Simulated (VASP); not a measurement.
The system is KI2.

```
K I
1.0
     4.95943    0.00000    0.00000
    -2.47972    4.29500    0.00000
     0.00000    0.00000    5.35487
K I
1 2
Cartesian
  0.0000 0.0000 0.0000
  0.0000 2.8633 2.6774
  2.4797 1.4317 2.6774
```

| Item | Value |
| --- | --- |
| Program | VASP 6.6.1 |
| Task | relaxation of cell and atoms |
| Functional | PBE |
| Potentials or basis | VASP PAW PBE potentials, release 64 (K_sv, I) |
| Cutoff | 600 eV |
| k mesh | 6 × 6 × 4 |
| Occupations | gaussian, width 0.1 eV |
| Spin | no spin polarisation |

At the start: pressure 11.1 GPa; volume 38.02 Å³/atom.

Question: Where does the relaxation end?

Answer: Over 9 steps the energy falls by 671.7 meV/atom and the volume is 45.79 Å³/atom (+20.4 %); space group P6/mmm (No. 191, to 0.1 Å) before and after.

Step by step:
| step | energy change (eV) | largest force (eV/Å) | pressure (GPa) | volume (Å³) |
| --- | --- | --- | --- | --- |
| 1 | 0.0000 | 0.0000 | 11.06 | 114.06 |
| 2 | -1.9234 | 0.0000 | -0.65 | 160.49 |
| 3 | -1.9234 | 0.0000 | -0.41 | 157.26 |
| 4 | -1.9245 | 0.0000 | -0.52 | 158.70 |
| 5 | -1.9510 | 0.0000 | -0.48 | 155.13 |
| 6 | -2.0056 | 0.0000 | -0.20 | 144.46 |
| 7 | -2.0146 | 0.0000 | -0.12 | 139.30 |
| 8 | -2.0146 | 0.0000 | -0.09 | 138.52 |
| 9 | -2.0151 | 0.0000 | 0.03 | 137.37 |

Final structure:
```xyz
3
Lattice="5.9020 0.0000 0.0000 -2.9510 5.1113 0.0000 0.0000 0.0000 4.5537" Properties=species:S:1:pos:R:3 pbc="T T T"
K     0.0000    0.0000    0.0000
I     0.0000    3.4075    2.2768
I     2.9510    1.7038    2.2768
```

Caveat: the volume moved by over 15 % at a fixed basis, so the end points are rough; an odd number of electrons without spin polarisation forces a metal; a magnetic or distorted state may lie lower.
